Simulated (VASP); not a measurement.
# Hf (P-1) in VASP: further runs

Hf is run at these levels: PBE; tasks: single point.

Program: VASP 6.6.1. These are calculated values, not measurements. Logs are shortened: lines on timing, memory, paths and dates and some standing lists are left out, and cuts for length are marked.

## Step 1: The cell of the first run

The typed cell holds 1 atom: a = 3.098 Å, b = 3.104 Å, c = 3.119 Å, α = 110.43°, β = 109.32°, γ = 107.05°.

## Step 2: Single point, PBE

INCAR reads:

```
PREC = Accurate
ENCUT = 520
EDIFF = 1E-6
ISMEAR = -1
SIGMA = 0.1
LREAL = F
LASPH = T
NELM = 80
ALGO = Fast
ISIF = 2
LWAVE = F
LCHARG = T
GGA = PE
LELF = T
LVHAR = T
NBANDS = 11
```

KPOINTS reads:

```
Automatic mesh
0
Gamma
  9 9 9
```

POSCAR reads:

```
Hf
1.0
   -1.7353850000      1.7880950000      1.8403380000
    1.7684040000     -1.7610630000      1.8463250000
    1.7817980000      1.8074760000     -1.8133060000
Hf
1
Direct
   -0.0165250000     -0.0068030000     -0.0104090000
```

Potentials or basis: VASP PAW PBE potentials, release 64 (Hf_pv).

Command:

```bash
$ cat potpaw_PBE.64/Hf_pv/POTCAR > POTCAR
$ mpirun -np 1 vasp_std > vasp.out
```

OUTCAR:

```text
PREC = Accurate
   ENCUT = 520
   EDIFF = 1E-6
   ISMEAR = -1
   LREAL = F
   LASPH = T
   NELM = 80
   ISIF = 2
   GGA = PE

 ion  position               nearest neighbor table
   1  0.983  0.993  0.990-

  LATTYP: Found a triclinic cell.
 ALAT       =     3.1888002125
 B/A-ratio  =     1.6052793777
 C/A-ratio  =     0.9735430184
 COS(alpha) =     0.0036106938
 COS(beta)  =     0.3472396574
 COS(gamma) =     0.8160743891

  Lattice vectors:

 A1 = (  -1.8148170000,  -1.8345080000,  -1.8733570000)
 A2 = (  -3.5966150000,  -3.6419840000,  -0.0600510000)
 A3 = (  -1.7684040000,   1.7610630000,  -1.8463250000)

Analysis of symmetry for initial positions (statically):
=====================================================================
 Subroutine PRICEL returns:
 Original cell was already a primitive cell.

 Routine SETGRP: Setting up the symmetry group for a
 triclinic supercell.

 Subroutine GETGRP returns: Found  2 space group operations
 (whereof  1 operations were pure point group operations)
 out of a pool of  2 trial point group operations.

The static configuration has the point symmetry C_1 .
 The point group associated with its full space group is S_2 .

Analysis of symmetry for dynamics (positions and initial velocities):
=====================================================================
 Subroutine PRICEL returns:
 Original cell was already a primitive cell.

 Routine SETGRP: Setting up the symmetry group for a
 triclinic supercell.

 Subroutine GETGRP returns: Found  2 space group operations
 (whereof  1 operations were pure point group operations)
 out of a pool of  2 trial point group operations.

The dynamic configuration has the point symmetry C_1 .
 The point group associated with its full space group is S_2 .

 Subroutine INISYM returns: Found  2 space group operations
 (whereof  1 operations are pure point group operations),
 and found     1 'primitive' translations

----------------------------------------------------------------------------------------

                                     Primitive cell

  volume of cell :      23.5229

  direct lattice vectors                    reciprocal lattice vectors
    -1.735385000  1.788095000  1.840338000    -0.006114966  0.276174409  0.269277762
     1.768404000 -1.761063000  1.846325000     0.279247765 -0.005625424  0.268788220
     1.781798000  1.807476000 -1.813306000     0.278126541  0.274563642 -0.004504199

  length of vectors
     3.097690879  3.104434184  3.119271109     0.385772226  0.387631354  0.390845052

  position of ions in fractional coordinates (direct lattice)
     0.983475000  0.993197000  0.989591000

  ion indices of the primitive-cell ions
   primitive index   ion index
                 1           1

----------------------------------------------------------------------------------------

 KPOINTS: Automatic mesh

Automatic generation of k-mesh.
 Grid dimensions read from file:
 generate k-points for:    9    9    9

 Generating k-lattice:

  Cartesian coordinates                     Fractional coordinates (reciprocal lattice)
    -0.000679441  0.030686045  0.029919751     0.111111111  0.000000000 -0.000000000
     0.031027529 -0.000625047  0.029865358    -0.000000000  0.111111111  0.000000000
     0.030902949  0.030507071 -0.000500467     0.000000000 -0.000000000  0.111111111

  Length of vectors
     0.042863581  0.043070150  0.043427228

  Shift w.r.t. Gamma in fractional coordinates (k-lattice)
     0.000000000  0.000000000  0.000000000

 Subroutine IBZKPT returns following result:
 ===========================================

 Found    365 irreducible k-points:

 Following reciprocal coordinates:
            Coordinates               Weight
  0.000000  0.000000  0.000000      1.000000
  0.111111 -0.000000  0.000000      2.000000
  0.222222 -0.000000  0.000000      2.000000
  0.333333 -0.000000  0.000000      2.000000
  0.444444 -0.000000  0.000000      2.000000
  0.000000  0.111111 -0.000000      2.000000
[... 16 lines left out ...]
 -0.111111  0.222222  0.000000      2.000000
 -0.000000  0.333333  0.000000      2.000000
 [... further k-points ...]
   k-points           NKPTS =    365   k-points in BZ     NKDIM =    365   number of bands    NBANDS=     11
   number of dos      NEDOS =    301   number of ions     NIONS =      1
   total plane-waves  NPLWV =  13824
   dimension x,y,z NGX =    24 NGY =   24 NGZ =   24
   dimension x,y,z NGXF=    48 NGYF=   48 NGZF=   48
   ions per type =               1
   NGX,Y,Z   is equivalent  to a cutoff of  12.88, 12.85, 12.79 a.u.
   NGXF,Y,Z  is equivalent  to a cutoff of  25.76, 25.70, 25.58 a.u.
 SYSTEM =  unknown system
   PREC   = accura    normal or accurate (medium, high low for compatibility)
   ISTART =      0    job   : 0-new  1-cont  2-samecut
   ICHARG =      2    charge: 1-file 2-atom 10-const
   ISPIN  =      1    spin polarized calculation?
   LNONCOLLINEAR =      F non collinear calculations
   LSORBIT =      F    spin-orbit coupling
   LASPH  =      T    aspherical Exc in radial PAW
   ENCUT  =  520.0 eV  38.22 Ry    6.18 a.u.   5.76  5.77  5.80*2*pi/ulx,y,z
   NELM   =     80;   NELMIN=  2; NELMDL= -5     # of ELM steps
   EDIFF  = 0.1E-05   stopping-criterion for ELM
   LREAL  =      F    real-space projection
   EDIFFG = 0.1E-04   stopping-criterion for IOM
   NSW    =      0    number of steps for IOM
   IBRION =     -1    ionic relax: 0-MD 1-quasi-New 2-CG
   NFREE  =      0    steps in history (QN), initial steepest desc. (CG)
   ISIF   =      2    stress and relaxation
   ISYM   =      2    0-nonsym 1-usesym 2-fastsym
   POTIM  = 0.5000    time-step for ionic-motion
   TEBEG  =    0.0;   TEEND  =   0.0 temperature during run
   PSTRESS=    0.0 pullay stress
   NELECT =      10.0000    total number of electrons
   NUPDOWN=      -1.0000    fix difference up-down
   EMIN   =  10.00;   EMAX   =-10.00  energy-range for DOS
   EFERMI =   0.00;   METHOD = LEGACY
   ISMEAR =    -1;   SIGMA  =   0.10  broadening in eV -4-tet -1-fermi 0-gaus
   EFERMI_NEDOS =   21; number of points for ismear=-14 and -15
   IALGO  =     68    algorithm
   IMIX   =      4    mixing-type and parameters
     AMIX     =   0.40;   BMIX     =  1.00
     AMIX_MAG =   1.60;   BMIX_MAG =  1.00
  volume/ion in A,a.u.               =      23.52       158.74
  Fermi-wavevector in a.u.,A,eV,Ry     =   1.230961  2.326179 20.616428  1.515265
  Thomas-Fermi vector in A             =   2.365789
   LORBIT       =      0    0 simple, 1 ext, 2 COOP (PROOUT), +10 PAW based schemes
   GGA     = PE    functional components
   LHFCALC =     F    Hartree Fock is set to
   AEXX    =    0.0000 exact exchange contribution
   IVDW    =     0    specifies the selected vdW correction
   LEPSILON=     F    determine dielectric tensor
   LRPA    =     F    only Hartree local field effects (RPA)
 non-spin polarized calculation
 RMM-DIIS sequential band-by-band and
  energy-cutoff  :      520.00
  volume of cell :       23.52
 maximum number of plane-waves:       647
   NGX = 11   NGY = 11   NGZ = 11

 number of electron      10.0000000 magnetization

 Free energy of the ion-electron system (eV)
  ---------------------------------------------------
  ext. energy  EPLUGINS =         0.00000000
  ---------------------------------------------------
  free energy    TOTEN  =        -9.75117595 eV

  energy without entropy =       -9.67785545  energy(sigma->0) =       -9.71451570

 E-fermi :   4.2572     XC(G=0): -11.0577

 val. band max:        4.2553917907   @ k =   0.2222  -0.1111   0.2222
 cond. band min:       4.2577696770   @ k =  -0.2222  -0.2222   0.1111
 fundamental gap:      0.0023778863
 Fermi energy:         4.2571604699

 k-point     1 :       0.0000    0.0000    0.0000
  band No.  band energies     occupation
      1     -25.8113      2.00000
      2     -25.7797      2.00000
      3     -25.7732      2.00000
      4      -2.6284      2.00000
      5       5.4266      0.00002
      6       5.7073      0.00000
      7       6.0491      0.00000
      8       8.1387      0.00000
      9       8.6187      0.00000
     10      16.9445      0.00000
     11      17.2321      0.00000

 k-point     2 :       0.1111   -0.0000    0.0000
  band No.  band energies     occupation
      1     -25.8818      2.00000
      2     -25.8107      2.00000
      3     -25.7786      2.00000
      4      -2.2185      2.00000
      5       5.3440      0.00004
      6       5.4705      0.00001
      7       6.3765      0.00000
      8       7.8432      0.00000
      9       8.5671      0.00000
     10      17.4857      0.00000
     11      18.0517      0.00000

 k-point     3 :       0.2222   -0.0000    0.0000
  band No.  band energies     occupation
      1     -26.0855      2.00000
      2     -25.8730      2.00000
      3     -25.7777      2.00000
      4      -1.1220      2.00000
      5       4.8359      0.00611
      6       4.8958      0.00336
      7       7.4964      0.00000
      8       7.7199      0.00000
      9       8.5890      0.00000
     10      17.4607      0.00000
     11      18.2176      0.00000

 k-point     4 :       0.3333   -0.0000    0.0000
  band No.  band energies     occupation
      1     -26.3116      2.00000
      2     -25.9396      2.00000
      3     -25.7767      2.00000
      4       0.1823      2.00000
      5       4.3482      0.57389
      6       4.4220      0.32270
      7       7.9873      0.00000
      8       8.8008      0.00000
      9       9.2332      0.00000
     10      15.6262      0.00000
     11      16.1028      0.00000

 k-point     5 :       0.4444   -0.0000    0.0000
  band No.  band energies     occupation
      1     -26.4547      2.00000
      2     -25.9823      2.00000
      3     -25.7760      2.00000
      4       0.8913      2.00000
      5       4.0312      1.81096
      6       4.8041      0.00839
      7       8.0337      0.00000
      8       9.0789      0.00000
      9      10.9331      0.00000
     10      13.8353      0.00000
     11      14.8559      0.00000
[... 211 lines left out ...]
 k-point    21 :      -0.3333    0.2222   -0.0000
  band No.  band energies     occupation
      1     -26.2333      2.00000
      2     -25.9438      2.00000
      3     -25.8219      2.00000
      4      -0.0170      2.00000
      5       4.2993      0.79256
      6       4.6199      0.05182
      7       7.7207      0.00000
      8       8.5104      0.00000
      9       8.7749      0.00000
     10      16.5780      0.00000
     11      18.2269      0.00000

 k-point    22 :      -0.2222    0.2222   -0.0000
  band No.  band energies     occupation
      1     -26.0832      2.00000
      2     -25.9016      2.00000
      3     -25.8036      2.00000
      4      -0.9890      2.00000
      5       4.7449      0.01513
      6       5.1796      0.00020
      7       7.1568      0.00000
      8       7.8918      0.00000
      9       8.2845      0.00000
     10      17.3158      0.00000
     11      17.6649      0.00000

 k-point    23 :      -0.1111    0.2222    0.0000
  band No.  band energies     occupation
      1     -26.0259      2.00000
      2     -25.8511      2.00000
      3     -25.8074      2.00000
      4      -1.3824      2.00000
      5       4.9855      0.00137
      6       5.1880      0.00018
      7       6.9278      0.00000
      8       7.6938      0.00000
      9       8.4722      0.00000
     10      18.1850      0.00000
     11      18.7463      0.00000

 k-point    24 :      -0.0000    0.3333    0.0000
  band No.  band energies     occupation
      1     -26.3084      2.00000
      2     -25.9434      2.00000
      3     -25.7803      2.00000
      4       0.2084      2.00000
      5       4.2100      1.23144
      6       4.4471      0.26033
      7       8.1581      0.00000
      8       8.8410      0.00000
      9       9.2044      0.00000
     10      15.6525      0.00000
     11      16.2061      0.00000

 [... further k-points ...]
[... 5 lines left out ...]
  --------------------------------------------------------------------------------------
  -------------------------------------------------------------------------------------
  Total       -0.8518331     -0.7528554     -0.5414469     -0.1578217     -0.1009307     -0.1199881
  in kB      -58.0194176    -51.2779268    -36.8786237    -10.7494322     -6.8745182     -8.1725388
  external PRESSURE =     -48.7253227 kB  Pullay stress =       0.0000000 kB

 VOLUME and BASIS-vectors are now :
 -----------------------------------------------------------------------------
  energy-cutoff  :      520.00
  volume of cell :       23.52
      direct lattice vectors                 reciprocal lattice vectors
    -1.735385000  1.788095000  1.840338000    -0.006114966  0.276174409  0.269277762
     1.768404000 -1.761063000  1.846325000     0.279247765 -0.005625424  0.268788220
     1.781798000  1.807476000 -1.813306000     0.278126541  0.274563642 -0.004504199

 POSITION                                       TOTAL-FORCE (eV/Angst)
 -----------------------------------------------------------------------------------
      1.81292      1.79813      1.84926         0.000000      0.000000     -0.000000
 -----------------------------------------------------------------------------------
    total drift:                                0.000001     -0.000003     -0.000002

  FREE ENERGIE OF THE ION-ELECTRON SYSTEM (eV)
  ---------------------------------------------------
  free  energy   TOTEN  =        -9.7511759458 eV

  energy  without entropy=       -9.6778554465  energy(sigma->0) =       -9.71451570
```

It took 60 s on 1 thread of Intel Xeon Platinum 8259CL at 2.50GHz (Skylake/Cascade Lake), shared host; peak memory 0.21 GiB.

Results:

| Item | Value |
| --- | --- |
| Free energy | -9.7512 eV |
| Pressure | -4.9 GPa |
| Band gap on the k mesh | zero (band 5 reaches 5.45 eV, above the bottom of band 6 at 3.62 eV) |

Stress tensor (GPa, compression positive):
```
-5.80 -1.07 -0.82
-1.07 -5.13 -0.69
-0.82 -0.69 -3.69
```

Levels at points of the mesh, in eV from the Fermi level:
```tsv
k point	band 1	band 2	band 3	band 4	band 5	band 6	band 7	band 8	band 9	band 10
(0.00, 0.00, 0.00)	-30.07	-30.04	-30.03	-6.89	1.17	1.45	1.79	3.88	4.36	12.69
```

Caveat: spin-orbit coupling is left out, which moves the levels of the heavy elements.

## Step 3: Single point, PBE

INCAR reads:

```
PREC = Accurate
ENCUT = 520
EDIFF = 1E-7
ISMEAR = -1
SIGMA = 0.1
LREAL = F
LASPH = T
NELM = 80
ALGO = Fast
ISIF = 2
LWAVE = F
LCHARG = F
GGA = PE
NBANDS = 11
```

KPOINTS reads:

```
Automatic mesh
0
Gamma
  12 12 12
```

POSCAR is that of step 2.

Potentials or basis: VASP PAW PBE potentials, release 64 (Hf_pv).

Command:

```bash
$ cat potpaw_PBE.64/Hf_pv/POTCAR > POTCAR
$ mpirun -np 1 vasp_std > vasp.out
```

It took 2.2 min on 1 thread of Intel Xeon Platinum 8259CL at 2.50GHz (Skylake/Cascade Lake), shared host; peak memory 0.33 GiB.

It converged, with:

* Free energy: -9.7527 eV
* Pressure: -4.9 GPa
* Band gap on the k mesh: zero (band 5 reaches 5.52 eV, above the bottom of band 6 at 3.62 eV)

Stress tensor (GPa, compression positive):
```
-5.82 -1.18 -0.90
-1.18 -5.07 -0.75
-0.90 -0.75 -3.95
```

Levels at points of the mesh, in eV from the Fermi level:
| k point | band 3 | band 4 | band 5 | band 6 | band 7 | band 8 |
| --- | --- | --- | --- | --- | --- | --- |
| (0.00, 0.00, 0.00) | -30.02 | -6.88 | 1.18 | 1.46 | 1.80 | 3.89 |
| (0.50, 0.00, 0.00) | -30.03 | -3.29 | -0.26 | 0.71 | 3.74 | 4.88 |
| (0.00, 0.50, 0.00) | -30.03 | -3.27 | -0.41 | 0.76 | 3.90 | 5.03 |
| (0.50, 0.50, 0.00) | -30.06 | -3.15 | -0.60 | 1.17 | 4.06 | 4.87 |
| (0.00, 0.00, 0.50) | -30.04 | -3.24 | -0.68 | 0.85 | 4.34 | 5.18 |
| (0.50, 0.00, 0.50) | -30.04 | -3.20 | -0.35 | 0.98 | 3.71 | 4.81 |
| (0.00, 0.50, 0.50) | -30.04 | -3.23 | -0.21 | 0.88 | 3.60 | 4.70 |
| (0.50, 0.50, 0.50) | -30.47 | -2.41 | -2.32 | 6.06 | 6.36 | 6.47 |

Caveat: spin-orbit coupling is left out, which moves the levels of the heavy elements.

(Continued in part 2 of 2.)
